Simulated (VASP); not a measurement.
Crystal: MoS2.

```
Mo S
1.0
     1.64506    0.94978    6.06553
    -1.64506    0.94978    6.06553
     0.00000   -1.89955    6.06553
Mo S
1 2
Direct
  0.99998 0.99998 0.99998
  0.41685 0.41685 0.41685
  0.24983 0.24983 0.24983
```

This cell differs from its parent crystal: epitaxial xy strain +3.6%.

Base run:

```yaml
Program: VASP 6.6.1
Functional: PBE
Potentials_or_basis: VASP PAW PBE potentials, release 64 (Mo_sv, S)
Cutoff: 520 eV
k_mesh: 10 × 10 × 10
Occupations: fermi-dirac, width 0.02 eV
Spin: no spin polarisation
```

Its results: band gap on the k mesh 0.44 eV, indirect (least direct gap 1.60 eV); pressure -3.8 GPa; largest force 0.070 eV/Å.

Q: The run is repeated on the same cell with these changes: functional from PBE to r2SCAN; occupations from fermi-dirac, width 0.02 eV to gaussian, width 0.01 eV. What comes out?

A: Band gap on the k mesh 0.48 eV, indirect (least direct gap 1.70 eV); pressure -5.0 GPa; largest force 0.053 eV/Å.

Caveats: the PAW data sets were made with another functional, which shifts forces and pressure a little (some runs).

A k mesh can miss the band edges.
